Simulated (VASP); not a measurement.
## Mg4O: single point with PBE

The system is Mg4O.

```
CELL_PARAMETERS angstrom
4.41577 0.00000 0.00000
0.00000 4.41577 0.00000
0.00000 0.00000 4.41577
ATOMIC_POSITIONS crystal
Mg 0.50000 0.00000 0.00000
Mg 0.00000 0.50000 0.00000
Mg 0.00000 0.00000 0.50000
Mg 0.50000 0.50000 0.50000
O 0.00000 0.00000 0.00000
```

The cell was built from a structure type or drawn by symmetry, and may not be a known phase.

| Property | Result |
| --- | --- |
| Program | VASP 6.6.1 |
| Task | single point |
| Functional | PBE |
| Potentials or basis | VASP PAW PBE potentials, release 64 (Mg, O) |
| Cutoff | 520 eV |
| k mesh | 4 × 4 × 4 |
| Occupations | gaussian, width 0.1 eV |
| Spin | no spin polarisation |

The pressure is 0.1 GPa and the band gap on the k mesh is zero (bands 7 and 8 overlap by 2.65 eV).

Levels at points of the mesh, in eV from the Fermi level:
```
           k point  band 4  band 5  band 6  band 7  band 8  band 9  band 10  band 11
(0.00, 0.00, 0.00)   -4.97   -4.97    0.96    0.96    1.73    1.73     1.73     5.71
(0.50, 0.00, 0.00)   -4.86   -3.41   -2.62    1.65    1.65    2.15     3.89     4.14
(0.50, 0.50, 0.00)   -4.78   -3.20   -1.01   -1.01   -0.26    3.31     3.31     3.47
(0.50, 0.50, 0.50)   -5.48   -1.64   -1.64   -1.64   -1.00    1.89     1.89     1.89
```

Run time: 28 s on 1 thread of Intel Xeon 8259CL, on a shared host, peak memory 0.2 GiB.
